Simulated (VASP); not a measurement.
A run of VASP 6.6.1 is set up as follows.

INCAR

```
SYSTEM = Pt
ALGO = Fast ; EDIFF = 1E-7
ENCUT = 520 ; GGA = PS
ISIF = 2 ; ISMEAR = 0
LASPH = .TRUE. ; LCHARG = .FALSE.
LREAL = .FALSE. ; LWAVE = .FALSE.
NBANDS = 39 ; NELM = 100
PREC = Accurate ; SIGMA = 0.15
```

The input KPOINTS:

```
k-points
0
G
  24 24 5
  0 0 0
```

File POSCAR:

```
Pt
1.0
    1.9590303458     -1.9590303458      0.0000000000
    1.9590303458      0.0000000000     -1.9590303458
    7.8361213832      7.8361213832      7.8361213832
Pt
6
Direct
    0.6666666667      0.6666666667      0.1666666667
    0.0000000000      0.0000000000      0.0000000000
    0.3333333333      0.3333333333      0.3333333333
    0.6666666667      0.6666666667      0.6666666667
    0.0000000000      0.0000000000      0.5000000000
    0.3333333333      0.3333333333      0.8333333333
```

Potentials or basis: VASP PAW PBE potentials, release 64 (Pt).

Run with:

```sh
$ cat potpaw_PBE.64/Pt/POTCAR > POTCAR
$ mpirun -np 1 vasp_std > vasp.out
```

(1) What does it give for the pressure?

(2) Predict the band gap on the k mesh.

Results:

(1) -0.3 GPa.

(2) zero (bands 30 and 31 overlap by 1.85 eV).

Caveat: the PAW data sets were made with another functional, which shifts forces and pressure a little; spin-orbit coupling is left out, which moves the levels of the heavy elements.
